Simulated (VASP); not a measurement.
# SiC (F-43m) in VASP: further runs

The runs below take SiC through single point, relaxation of the atoms, with LDA.

Everything below comes from runs of VASP 6.6.1. Logs are shortened: lines on timing, memory, paths and dates and some standing lists are left out, and cuts for length are marked.

## (1) The cell of the first run

It takes space group F-43m (No. 216, cubic). The conventional cell has a = 4.357 Å, b = 4.357 Å, c = 4.357 Å, α = 90.00°, β = 90.00°, γ = 90.00°. Si (site symmetry -43m) has 4 C at 1.89 Å within 2.5 Å. C (site symmetry -43m) has 4 Si at 1.89 Å within 2.5 Å.

## (2) Single point, LDA (strained cell)

Input file INCAR:

```
SYSTEM = SiC
PREC = Accurate ; ENCUT = 520
EDIFF = 1E-7 ; ISMEAR = 0
SIGMA = 0.02 ; LREAL = .FALSE.
LASPH = .TRUE. ; NELM = 80
ALGO = Normal ; ISIF = 2
LWAVE = .FALSE. ; LCHARG = .FALSE.
GGA = CA ; NBANDS = 11
```

Input file KPOINTS:

```
regular mesh
0
G
  10 10 10
  0 0 0
```

Input file POSCAR:

```
SiC
1.0
    0.0000000000      2.1783082557      2.1783082557
    2.1783082557      0.0000000000      2.1783082557
    2.1783082557      2.1783082557      0.0000000000
Si C
1 1
Direct
    0.7500000000      0.7500000000      0.7500000000
    0.0000000000      0.0000000000      0.0000000000
```

Potentials or basis: VASP PAW LDA potentials, release 64 (Si, C).

The run is started by

```console
$ cat potpaw_LDA.64/Si/POTCAR potpaw_LDA.64/C/POTCAR > POTCAR
$ mpirun -np 1 vasp_std > vasp.out
```

OUTCAR:

```text
SYSTEM = SiC
   PREC = Accurate
   ENCUT = 520
   EDIFF = 1E-7
   ISMEAR = 0
   LREAL = .FALSE.
   LASPH = .TRUE.
   NELM = 80
   ISIF = 2
   GGA = CA

 ion  position               nearest neighbor table
   1  0.750  0.750  0.750-   2 1.89   2 1.89   2 1.89   2 1.89
   2  0.000  0.000  0.000-   1 1.89   1 1.89   1 1.89   1 1.89

  LATTYP: Found a face centered cubic cell.
 ALAT       =     4.3566165114

  Lattice vectors:

 A1 = (   0.0000000000,   2.1783082557,   2.1783082557)
 A2 = (   2.1783082557,   0.0000000000,   2.1783082557)
 A3 = (   2.1783082557,   2.1783082557,   0.0000000000)

Analysis of symmetry for initial positions (statically):
=====================================================================
 Subroutine PRICEL returns:
 Original cell was already a primitive cell.

 Routine SETGRP: Setting up the symmetry group for a
 face centered cubic supercell.

 Subroutine GETGRP returns: Found 24 space group operations
 (whereof 24 operations were pure point group operations)
 out of a pool of 48 trial point group operations.

The static configuration has the point symmetry T_d .

Analysis of symmetry for dynamics (positions and initial velocities):
=====================================================================
 Subroutine PRICEL returns:
 Original cell was already a primitive cell.

 Routine SETGRP: Setting up the symmetry group for a
 face centered cubic supercell.

 Subroutine GETGRP returns: Found 24 space group operations
 (whereof 24 operations were pure point group operations)
 out of a pool of 48 trial point group operations.

The dynamic configuration has the point symmetry T_d .

 Subroutine INISYM returns: Found 24 space group operations
 (whereof 24 operations are pure point group operations),
 and found     1 'primitive' translations

----------------------------------------------------------------------------------------

                                     Primitive cell

  volume of cell :      20.6723

  direct lattice vectors                    reciprocal lattice vectors
     0.000000000  2.178308256  2.178308256    -0.229535925  0.229535925  0.229535925
     2.178308256  0.000000000  2.178308256     0.229535925 -0.229535925  0.229535925
     2.178308256  2.178308256  0.000000000     0.229535925  0.229535925 -0.229535925

  length of vectors
     3.080593078  3.080593078  3.080593078     0.397567884  0.397567884  0.397567884

  position of ions in fractional coordinates (direct lattice)
     0.750000000  0.750000000  0.750000000
     0.000000000  0.000000000  0.000000000

[... 85 lines left out ...]
   TEBEG  =    0.0;   TEEND  =   0.0 temperature during run
   PSTRESS=    0.0 pullay stress
   NELECT =       8.0000    total number of electrons
   NUPDOWN=      -1.0000    fix difference up-down
   EMIN   =  10.00;   EMAX   =-10.00  energy-range for DOS
   EFERMI =   0.00;   METHOD = LEGACY
   ISMEAR =     0;   SIGMA  =   0.02  broadening in eV -4-tet -1-fermi 0-gaus
   EFERMI_NEDOS =   21; number of points for ismear=-14 and -15
   IALGO  =     38    algorithm
   IMIX   =      4    mixing-type and parameters
     AMIX     =   0.40;   BMIX     =  1.00
     AMIX_MAG =   1.60;   BMIX_MAG =  1.00
  volume/ion in A,a.u.               =      10.34        69.75
  Fermi-wavevector in a.u.,A,eV,Ry     =   1.193005  2.254452 19.364631  1.423260
  Thomas-Fermi vector in A             =   2.329029
   LORBIT       =      0    0 simple, 1 ext, 2 COOP (PROOUT), +10 PAW based schemes
   GGA     = CA    functional components
   LHFCALC =     F    Hartree Fock is set to
   AEXX    =    0.0000 exact exchange contribution
   IVDW    =     0    specifies the selected vdW correction
   LEPSILON=     F    determine dielectric tensor
   LRPA    =     F    only Hartree local field effects (RPA)
 non-spin polarized calculation
 Gauss-broadening in eV      SIGMA  =   0.02
  energy-cutoff  :      520.00
  volume of cell :       20.67
 maximum number of plane-waves:       568
   NGX = 11   NGY = 11   NGZ = 11

 number of electron       8.0000001 magnetization

 Free energy of the ion-electron system (eV)
  ---------------------------------------------------
  ext. energy  EPLUGINS =         0.00000000
  ---------------------------------------------------
  free energy    TOTEN  =       -16.63841091 eV

  energy without entropy =      -16.63841091  energy(sigma->0) =      -16.63841091

 E-fermi :   8.2240     XC(G=0): -11.5605

 val. band max:        8.0726537808   @ k =   0.0000   0.0000   0.0000
 cond. band min:       9.3764086630   @ k =   0.5000   0.5000   0.0000
 fundamental gap:      1.3037548822
 Fermi energy:         8.2240467385

 k-point     1 :       0.0000    0.0000    0.0000
  band No.  band energies     occupation
      1      -7.2505      2.00000
      2       8.0727      2.00000
      3       8.0727      2.00000
      4       8.0727      2.00000
      5      14.3756      0.00000
      6      15.2713      0.00000
      7      15.2713      0.00000
      8      15.2713      0.00000
      9      22.5377      0.00000
     10      22.5377      0.00000
     11      24.2576      0.00000
[... 309 lines left out ...]
 k-point    24 :       0.4000    0.3000    0.0000
  band No.  band energies     occupation
      1      -4.0852      2.00000
      2       2.5368      2.00000
      3       4.9050      2.00000
      4       5.4386      2.00000
      5      10.8758      0.00000
      6      13.5778      0.00000
      7      19.5660      0.00000
      8      19.8595      0.00000
      9      21.6678      0.00000
     10      26.0447      0.00000
     11      29.1996      0.00000

 [... further k-points ...]

------------------------ aborting loop because EDIFF is reached ----------------------------------------

  FORCE on cell =-STRESS in cart. coord.  units (eV):
  Direction    XX          YY          ZZ          XY          YZ          ZX
  --------------------------------------------------------------------------------------
  -------------------------------------------------------------------------------------
  Total       -0.4940804     -0.4940804     -0.4940804      0.0000000      0.0000000      0.0000000
  in kB      -38.2930696    -38.2930696    -38.2930696      0.0000000      0.0000000      0.0000000
  external PRESSURE =     -38.2930696 kB  Pullay stress =       0.0000000 kB

 VOLUME and BASIS-vectors are now :
 -----------------------------------------------------------------------------
  energy-cutoff  :      520.00
  volume of cell :       20.67
      direct lattice vectors                 reciprocal lattice vectors
     0.000000000  2.178308256  2.178308256    -0.229535925  0.229535925  0.229535925
     2.178308256  0.000000000  2.178308256     0.229535925 -0.229535925  0.229535925
     2.178308256  2.178308256  0.000000000     0.229535925  0.229535925 -0.229535925

 POSITION                                       TOTAL-FORCE (eV/Angst)
 -----------------------------------------------------------------------------------
      3.26746      3.26746      3.26746        -0.000000     -0.000000     -0.000000
      0.00000      0.00000      0.00000         0.000000      0.000000      0.000000
 -----------------------------------------------------------------------------------
    total drift:                                0.000000      0.000000      0.000000

  FREE ENERGIE OF THE ION-ELECTRON SYSTEM (eV)
  ---------------------------------------------------
  free  energy   TOTEN  =       -16.6384109082 eV

  energy  without entropy=      -16.6384109082  energy(sigma->0) =      -16.63841091
```

Wall time 6 s (1 thread of Intel Xeon 8259CL, shared host); peak memory 0.13 GiB.

What came out:

* Free energy: -16.6384 eV
* Pressure: -3.8 GPa
* Band gap on the k mesh: 1.30 eV (least direct gap 4.50 eV)

Caveat: the cell differs from its parent crystal (strained cell); the cell stands under tension. A k mesh can miss the band edges.

## (3) Relaxation of the atoms, LDA (strained cell)

Input file INCAR:

```
SYSTEM = SiC
  PREC = Accurate
  ENCUT = 520
  EDIFF = 1E-6
  ISMEAR = 0
  SIGMA = 0.02
  LREAL = .False.
  LASPH = .True.
  NELM = 80
  ALGO = Normal
  ISIF = 2
  LWAVE = .False.
  LCHARG = .False.
  GGA = CA
  IBRION = 2
  NSW = 60
  EDIFFG = -0.002
```

Input file KPOINTS:

```
Automatic mesh
0
Gamma
  10 10 10
  0 0 0
```

POSCAR is that of step 2.

Potentials or basis: VASP PAW LDA potentials, release 64 (Si, C).

The run is started by

```console
$ cat potpaw_LDA.64/Si/POTCAR potpaw_LDA.64/C/POTCAR > POTCAR
$ mpirun -np 1 vasp_std > vasp.out
```

Run time: 7.2 s. Hardware: 1 thread of Intel Xeon 8259CL, shared host; peak memory 0.12 GiB.

It converged, with:

```yaml
Free_energy: -16.6384 eV
Pressure_after_relaxing: -3.8 GPa
Band_gap_on_the_k_mesh: 1.30 eV (least direct gap 4.50 eV)
```

Final structure:
```
Si C
1.0
     0.00000    2.17831    2.17831
     2.17831    0.00000    2.17831
     2.17831    2.17831    0.00000
Si C
1 1
Cartesian
  3.2675 3.2675 3.2675
  0.0000 0.0000 0.0000
```

Levels at points of the mesh, in eV from the valence-band top:
```tsv
k point	band 1	band 2	band 3	band 4	band 5	band 6	band 7	band 8
(0.00, 0.00, 0.00)	-15.32	0.00	0.00	0.00	6.30	7.20	7.20	7.20
(0.50, 0.00, 0.00)	-11.70	-8.56	-1.05	-1.05	5.40	7.13	7.13	9.92
(0.50, 0.50, 0.00)	-10.22	-7.82	-3.20	-3.20	1.30	4.19	13.84	13.84
```

Caveat: the cell differs from its parent crystal (strained cell); the relaxation stopped at its first step, so nothing moved. A k mesh can miss the band edges.
